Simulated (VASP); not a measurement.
# Al16AgO24 (a cell with a defect) (Ag interstitial hop between voids) in VASP: further runs

Al16AgO24 (a cell with a defect) (Ag interstitial hop between voids) is run at these levels: PBE, HSE06; tasks: single point.

Everything below comes from runs of VASP 6.6.1. Logs are shortened: lines on timing, memory, paths and dates and some standing lists are left out, and cuts for length are marked.

**1. The cell of the first run**

The cell holds a defect, 41 atoms: a = 5.181 Å, b = 10.361 Å, c = 10.361 Å, α = 55.29°, β = 55.29°, γ = 55.29°.

**2. Single point, PBE**

The input, INCAR:

```
PREC = Accurate ; ENCUT = 520
EDIFF = 1E-7 ; ISMEAR = -1
SIGMA = 0.01 ; LREAL = Auto
LASPH = True ; NELM = 60
ALGO = Normal ; ISIF = 2
LWAVE = False ; LCHARG = False
GGA = PE ; NELECT = 202.0
NBANDS = 128
```

The input, KPOINTS:

```
Automatic mesh
0
Gamma
  1 1 1
  0.25 0.25 0.25
```

The input, POSCAR:

```
Al16AgO24
1.0
    2.4039417600      1.3879164200      4.3742070900
   -4.8078835200      2.7758328500      8.7484141900
    0.0000000000     -5.5516656900      8.7484141900
Al O Ag
16 24 1
Direct
    0.6391751129      0.3153093746      0.3320820916
    0.8453831954      0.4186328471      0.4316048842
    0.1270081586      0.0616236261      0.0754880819
    0.3285969041      0.1291854966      0.2022597265
    0.6630840139      0.3109959601      0.8152648675
    0.8886191275      0.4486495191      0.9115837361
    0.1455411511      0.0757716882      0.5685759321
    0.3403613362      0.1798294043      0.6778263796
    0.6609247231      0.8081112044      0.3276654260
    0.8471083050      0.9160417492      0.4302233670
    0.1041856776      0.6526192426      0.0486960058
    0.3719685490      0.6722204718      0.1832006792
    0.6450825001      0.8378451233      0.8154863537
    0.8204493323      0.9546284540      0.9148659890
    0.1524618573      0.5734101948      0.5735059256
    0.3508876594      0.6893042404      0.6689477187
    0.4408152364      0.0083808509      0.3845423455
    0.9167289760      0.1167715619      0.2768400732
    0.0351062204      0.3150559499      0.2798362224
    0.7566587064      0.1706870516      0.0279829112
    0.2445059636      0.2797387022      0.4729942088
    0.6112968606      0.4806622376      0.1190514732
    0.4372509264      0.0374661243      0.8708587132
    0.9560065576      0.1292342221      0.7637329109
    0.0309753429      0.3799515759      0.7318052779
    0.7219060919      0.2184281705      0.5488938960
    0.2471866719      0.2710707025      0.9677127012
    0.5520694624      0.4716497032      0.6292480864
    0.4482489769      0.5240629112      0.3798314375
    0.9577342447      0.6167889329      0.2721909333
    0.0504200024      0.8627660658      0.2296240818
    0.7296389811      0.7410507350      0.0200833232
    0.2553816234      0.7734585361      0.4701768995
    0.5337357850      0.9537306225      0.1346693936
    0.4570927827      0.5922045359      0.8522345630
    0.9660249187      0.6373722721      0.7721635230
    0.0432210961      0.8855674186      0.7188050620
    0.7621837629      0.7142578147      0.5259799181
    0.2221521445      0.8175035441      0.9676907980
    0.5551599230      0.9717290577      0.6209206759
    1.3680104348      0.3936947317      0.0646295966
```

Potentials or basis: VASP PAW PBE potentials, release 64 (Al, O, Ag).

Command:

```console
cat potpaw_PBE.64/Al/POTCAR potpaw_PBE.64/O/POTCAR potpaw_PBE.64/Ag/POTCAR > POTCAR
mpirun -np 1 vasp_std > vasp.out
```

OUTCAR:

```text
PREC = Accurate
   ENCUT = 520
   EDIFF = 1E-7
   ISMEAR = -1
   LREAL = Auto
   LASPH = True
   NELM = 60
   ISIF = 2
   GGA = PE
   NELECT = 202.0

 ion  position               nearest neighbor table
   1  0.639  0.315  0.332-  19 1.80  21 1.81  22 1.90  18 1.91  29 2.03  26 2.07   2 2.68   8 2.76
                             4 2.82  12 2.84   2 3.25  10 3.27  41 3.30  41 3.41
   2  0.845  0.419  0.432-  21 1.86  19 1.88  28 1.90  30 1.92  29 1.93  26 1.99   1 2.68   7 2.74
                            15 2.78   5 3.13  11 3.18   9 3.19  41 3.23   1 3.25
   3  0.127  0.062  0.075-  20 1.78  23 1.85  31 1.85  18 1.98  34 2.02  27 2.08   4 2.60  14 2.77
                            10 2.83   6 3.08  12 3.13   8 3.21   4 3.30  41 3.46
   4  0.329  0.129  0.202-  17 1.79  34 1.82  18 1.87  19 1.92  20 2.00  27 2.15  41 2.33   3 2.60
                             9 2.61   1 2.82   7 3.12   5 3.14  10 3.21  14 3.30   3 3.30
   5  0.663  0.311  0.815-  24 1.76  28 1.83  27 1.92  25 1.96  20 1.99  41 2.51  35 2.65   8 2.70
                            14 2.92  16 3.01   6 3.04   6 3.11   2 3.13   4 3.14
   6  0.889  0.449  0.912-  36 1.76  27 1.81  22 1.88  25 1.97  35 2.08  41 2.44  15 2.69   5 3.04
                             3 3.08   5 3.11  13 3.15  11 3.17  41 3.29  16 3.33
   7  0.146  0.076  0.569-  37 1.83  17 1.86  26 1.87  24 1.94  21 2.00  40 2.00   8 2.72   2 2.74
                            14 2.77  10 2.81   4 3.12  16 3.15   8 3.28
   8  0.340  0.180  0.678-  26 1.77  23 1.84  24 1.92  25 1.92  21 1.98  40 2.05   5 2.70   7 2.72
                            13 2.74   1 2.76   3 3.21  15 3.23   7 3.28
   9  0.661  0.808  0.328-  30 1.86  33 1.86  34 1.91  31 1.93  38 1.95  17 1.97   4 2.61  10 2.66
                            16 2.73  12 2.83  11 3.12   2 3.19  10 3.32  14 3.36
  10  0.847  0.916  0.430-  18 1.85  40 1.85  33 1.89  38 1.93  31 1.97  17 1.97   9 2.66  15 2.75
                             7 2.81   3 2.83  13 3.20   4 3.21   1 3.27   9 3.32  16 3.36
  11  0.104  0.653  0.049-  39 1.72  32 1.74  30 1.85  35 1.95  41 2.16  22 2.45  14 2.45  12 2.60
                             9 3.12  12 3.13   6 3.17   2 3.18  16 3.22  13 3.24  13 3.35
  12  0.372  0.672  0.183-  31 1.82  29 1.82  32 1.83  22 1.92  30 2.08  39 2.16  11 2.60   9 2.83
                             1 2.84  13 2.94   3 3.13  11 3.13  15 3.17
  13  0.645  0.838  0.815-  40 1.83  39 1.88  36 1.89  37 1.94  32 1.96  23 1.97  14 2.66   8 2.74
                            16 2.82  12 2.94   6 3.15  10 3.20  11 3.24  11 3.35  14 3.36
  14  0.820  0.955  0.915-  24 1.79  23 1.88  34 1.88  39 1.92  37 2.00  32 2.04  11 2.45  13 2.66
                             3 2.77   7 2.77   5 2.92   4 3.30   9 3.36  13 3.36
  15  0.152  0.573  0.574-  29 1.85  38 1.85  25 1.90  33 1.95  28 1.98  36 2.04   6 2.69  16 2.72
                            10 2.75   2 2.78  12 3.17   8 3.23  16 3.27
  16  0.351  0.689  0.669-  35 1.82  38 1.84  37 1.87  36 1.88  33 1.97  28 2.06  15 2.72   9 2.73
                            13 2.82   5 3.01   7 3.15  11 3.22  15 3.27   6 3.33  10 3.36  41 3.46
  17  0.441  0.008  0.385-   4 1.79   7 1.86   9 1.97  10 1.97
  18  0.917  0.117  0.277-  10 1.85   4 1.87   1 1.91   3 1.98
  19  0.035  0.315  0.280-   1 1.80   2 1.88   4 1.92  41 1.94
  20  0.757  0.171  0.028-   3 1.78   5 1.99   4 2.00  41 2.09
  21  0.245  0.280  0.473-   1 1.81   2 1.86   8 1.98   7 2.00
  22  0.611  0.481  0.119-   6 1.88   1 1.90  12 1.92  41 2.32  11 2.45
  23  0.437  0.037  0.871-   8 1.84   3 1.85  14 1.88  13 1.97
  24  0.956  0.129  0.764-   5 1.76  14 1.79   8 1.92   7 1.94
  25  0.031  0.380  0.732-  15 1.90   8 1.92   5 1.96   6 1.97
  26  0.722  0.218  0.549-   8 1.77   7 1.87   2 1.99   1 2.07
  27  0.247  0.271  0.968-   6 1.81   5 1.92   3 2.08   4 2.15  41 2.47
  28  0.552  0.472  0.629-   5 1.83   2 1.90  15 1.98  16 2.06
  29  0.448  0.524  0.380-  12 1.82  15 1.85   2 1.93   1 2.03
  30  0.958  0.617  0.272-  11 1.85   9 1.86   2 1.92  12 2.08
  31  0.050  0.863  0.230-  12 1.82   3 1.85   9 1.93  10 1.97
  32  0.730  0.741  0.020-  11 1.74  12 1.83  13 1.96  14 2.04
  33  0.255  0.773  0.470-   9 1.86  10 1.89  15 1.95  16 1.97
  34  0.534  0.954  0.135-   4 1.82  14 1.88   9 1.91   3 2.02
  35  0.457  0.592  0.852-  16 1.82  11 1.95  41 2.01   6 2.08   5 2.65
  36  0.966  0.637  0.772-   6 1.76  16 1.88  13 1.89  15 2.04
  37  0.043  0.886  0.719-   7 1.83  16 1.87  13 1.94  14 2.00
  38  0.762  0.714  0.526-  16 1.84  15 1.85  10 1.93   9 1.95
  39  0.222  0.818  0.968-  11 1.72  13 1.88  14 1.92  12 2.16
  40  0.555  0.972  0.621-  13 1.83  10 1.85   7 2.00   8 2.05
  41  0.368  0.394  0.065-  19 1.94  35 2.01  20 2.09  11 2.16  22 2.32   4 2.33   6 2.44  27 2.47
                             5 2.51   2 3.23   6 3.29   1 3.30   1 3.41   3 3.46  16 3.46

  LATTYP: Found a base centered monoclinic cell.
 ALAT       =    14.1357249055
 B/A-ratio  =     0.6802457681
 C/A-ratio  =     0.3664920511
 COS(beta)  =    -0.1016821385

  Lattice vectors:

 A1 = (   7.2118252800,  -1.3879164300,  -4.3742071000)
[... 138 lines left out ...]
 KPOINTS: Automatic mesh

Automatic generation of k-mesh.
 Grid dimensions read from file:
 generate k-points for:    1    1    1

 Generating k-lattice:

  Cartesian coordinates                     Fractional coordinates (reciprocal lattice)
     0.207991728  0.120084080  0.076204287     1.000000000  0.000000000  0.000000000
    -0.103995864  0.060042040  0.038102144    -0.000000000  1.000000000  0.000000000
    -0.000000000 -0.120084080  0.038102144     0.000000000  0.000000000  1.000000000

  Length of vectors
     0.251967932  0.125983966  0.125983966

  Shift w.r.t. Gamma in fractional coordinates (k-lattice)
     0.250000000  0.250000000  0.250000000

 Subroutine IBZKPT returns following result:
 ===========================================

 Found      1 irreducible k-points:

 Following reciprocal coordinates:
            Coordinates               Weight
  0.250000  0.250000  0.250000      2.000000
   k-points           NKPTS =      1   k-points in BZ     NKDIM =      1   number of bands    NBANDS=    128
   number of dos      NEDOS =    301   number of ions     NIONS =     41
   total plane-waves  NPLWV = 256000
   dimension x,y,z NGX =    40 NGY =   80 NGZ =   80
   dimension x,y,z NGXF=    80 NGYF=  160 NGZF=  160
   ions per type =              16  24   1
   NGX,Y,Z   is equivalent  to a cutoff of  12.84, 12.84, 12.84 a.u.
   NGXF,Y,Z  is equivalent  to a cutoff of  25.67, 25.67, 25.67 a.u.
 SYSTEM =  unknown system
   PREC   = accura    normal or accurate (medium, high low for compatibility)
   ISTART =      0    job   : 0-new  1-cont  2-samecut
   ICHARG =      2    charge: 1-file 2-atom 10-const
   ISPIN  =      1    spin polarized calculation?
   LNONCOLLINEAR =      F non collinear calculations
   LSORBIT =      F    spin-orbit coupling
   LASPH  =      T    aspherical Exc in radial PAW
   ENCUT  =  520.0 eV  38.22 Ry    6.18 a.u.   9.63 19.27 19.27*2*pi/ulx,y,z
   NELM   =     60;   NELMIN=  2; NELMDL= -5     # of ELM steps
   EDIFF  = 0.1E-06   stopping-criterion for ELM
   LREAL  =      T    real-space projection
   EDIFFG = 0.1E-05   stopping-criterion for IOM
   NSW    =      0    number of steps for IOM
   IBRION =     -1    ionic relax: 0-MD 1-quasi-New 2-CG
   NFREE  =      0    steps in history (QN), initial steepest desc. (CG)
   ISIF   =      2    stress and relaxation
   ISYM   =      2    0-nonsym 1-usesym 2-fastsym
   POTIM  = 0.5000    time-step for ionic-motion
   TEBEG  =    0.0;   TEEND  =   0.0 temperature during run
   PSTRESS=    0.0 pullay stress
   NELECT =     202.0000    total number of electrons
   NUPDOWN=      -1.0000    fix difference up-down
   EMIN   =  10.00;   EMAX   =-10.00  energy-range for DOS
   EFERMI =   0.00;   METHOD = LEGACY
   ISMEAR =    -1;   SIGMA  =   0.01  broadening in eV -4-tet -1-fermi 0-gaus
   EFERMI_NEDOS =   21; number of points for ismear=-14 and -15
   IALGO  =     38    algorithm
   IMIX   =      4    mixing-type and parameters
     AMIX     =   0.40;   BMIX     =  1.00
     AMIX_MAG =   1.60;   BMIX_MAG =  1.00
  volume/ion in A,a.u.               =       8.54        57.65
  Fermi-wavevector in a.u.,A,eV,Ry     =   1.362676  2.575085 25.264474  1.856886
  Thomas-Fermi vector in A             =   2.489145
   LORBIT       =      0    0 simple, 1 ext, 2 COOP (PROOUT), +10 PAW based schemes
   GGA     = PE    functional components
   LHFCALC =     F    Hartree Fock is set to
   AEXX    =    0.0000 exact exchange contribution
   IVDW    =     0    specifies the selected vdW correction
   LEPSILON=     F    determine dielectric tensor
   LRPA    =     F    only Hartree local field effects (RPA)
 non-spin polarized calculation
  energy-cutoff  :      520.00
  volume of cell :      350.27
 maximum number of plane-waves:      9444
 NGX is ok and might be reduce to    40
   NGX = 19   NGY = 39   NGZ = 39

 number of electron     202.0000003 magnetization

 Free energy of the ion-electron system (eV)
  ---------------------------------------------------
  ext. energy  EPLUGINS =         0.00000000
  ---------------------------------------------------
  free energy    TOTEN  =      -299.35677014 eV

  energy without entropy =     -299.35677014  energy(sigma->0) =     -299.35677014

 E-fermi :   7.7337     XC(G=0): -11.7742

 val. band max:        7.4814046844   @ k =   0.2500   0.2500   0.2500
 cond. band min:      11.4954272080   @ k =   0.2500   0.2500   0.2500
 fundamental gap:      4.0140225236
 Fermi energy:         7.7337172746

 k-point     1 :       0.2500    0.2500    0.2500
  band No.  band energies     occupation
      1     -12.6766      2.00000
      2     -11.7918      2.00000
      3     -11.7743      2.00000
      4     -11.6412      2.00000
      5     -11.5344      2.00000
      6     -11.4736      2.00000
[... 105 lines left out ...]
    112      16.0177      0.00000
    113      16.2200      0.00000
 [bands above 113 left out]

------------------------ aborting loop because EDIFF is reached ----------------------------------------

  FORCE on cell =-STRESS in cart. coord.  units (eV):
  Direction    XX          YY          ZZ          XY          YZ          ZX
  --------------------------------------------------------------------------------------
  -------------------------------------------------------------------------------------
  Total       26.1519895     30.4779292     21.6340077     -8.7337226     11.5791712     -9.7440783
  in kB      119.6237677    139.4113715     98.9577300    -39.9495725     52.9651515    -44.5711158
  external PRESSURE =     119.3309564 kB  Pullay stress =       0.0000000 kB

 VOLUME and BASIS-vectors are now :
 -----------------------------------------------------------------------------
  energy-cutoff  :      520.00
  volume of cell :      350.27
      direct lattice vectors                 reciprocal lattice vectors
     2.403941760  1.387916420  4.374207090     0.207991728  0.120084080  0.076204287
    -4.807883520  2.775832850  8.748414190    -0.103995864  0.060042040  0.038102144
     0.000000000 -5.551665690  8.748414190    -0.000000000 -0.120084080  0.038102144

 POSITION                                       TOTAL-FORCE (eV/Angst)
 -----------------------------------------------------------------------------------
      0.02057     -0.08124      8.45953         0.003827     -0.010406     -0.015699
      0.01951     -0.06075     11.13611         0.006549      0.002521      0.005801
      0.00904     -0.07175      1.75507         0.021082      0.002735     -0.007582
      0.16882     -0.30822      4.33697        -0.016509      0.007915      0.011554
      0.09878     -2.74250     12.75346        -0.002938      0.005730     -0.006043
     -0.02087     -2.58210     15.78689         0.009473      0.016080      0.016644
[... 33 lines left out ...]
     -3.33739      0.02073     16.36154         0.001313      0.014758     -0.013092
     -1.00816      1.24480      5.61936         0.011096     -0.003631     -0.011266
 -----------------------------------------------------------------------------------
    total drift:                                0.011529      0.017261      0.003795

  FREE ENERGIE OF THE ION-ELECTRON SYSTEM (eV)
  ---------------------------------------------------
  free  energy   TOTEN  =      -299.3567701433 eV

  energy  without entropy=     -299.3567701433  energy(sigma->0) =     -299.35677014
```

It took 2.6 min on 1 thread of Intel Xeon Platinum 8375C at 2.90GHz (Ice Lake), shared host; peak memory 0.54 GiB.

What came out:

| Item | Value |
| --- | --- |
| Free energy | -299.3568 eV |
| Largest force | 0.043 eV/Å |

Forces in eV/Å, atoms in the order of the input:
```
Al   0.004 -0.010 -0.016
Al   0.007  0.003  0.006
Al   0.021  0.003 -0.008
Al  -0.017  0.008  0.012
Al  -0.003  0.006 -0.006
Al   0.009  0.016  0.017
Al   0.004  0.011 -0.001
Al   0.000 -0.017 -0.005
Al  -0.016  0.004 -0.010
Al  -0.004 -0.005  0.010
Al  -0.031 -0.027  0.011
Al   0.002  0.007  0.015
Al   0.003 -0.009 -0.006
Al  -0.003  0.007  0.003
Al  -0.008 -0.003 -0.007
Al  -0.004  0.011  0.001
O    0.003 -0.018  0.008
O   -0.006 -0.006  0.003
O    0.014  0.031  0.016
O   -0.033 -0.005  0.002
O   -0.009 -0.004 -0.007
O   -0.003  0.005 -0.010
O   -0.009 -0.002  0.008
O    0.000  0.007 -0.004
O   -0.008 -0.006  0.004
O    0.011  0.027  0.009
O    0.003 -0.008  0.009
O    0.000 -0.008  0.007
O    0.000  0.012 -0.003
O    0.013  0.001 -0.005
O   -0.003  0.000  0.004
O   -0.004 -0.008 -0.017
O   -0.002  0.004 -0.003
O    0.017  0.009 -0.008
O    0.018 -0.025  0.003
O   -0.005 -0.015 -0.001
O    0.009  0.000 -0.003
O    0.003 -0.007 -0.001
O    0.016  0.002 -0.003
O    0.001  0.015 -0.013
Ag   0.011 -0.004 -0.011
```

Caveat: the k points lie up to 1.58 Å⁻¹ apart; the cell carries a net charge on a neutralising background, which shifts energy and pressure; the cell is charged against a uniform background, so pressure and absolute levels hang on convention.

(Continued in part 2 of 2.)
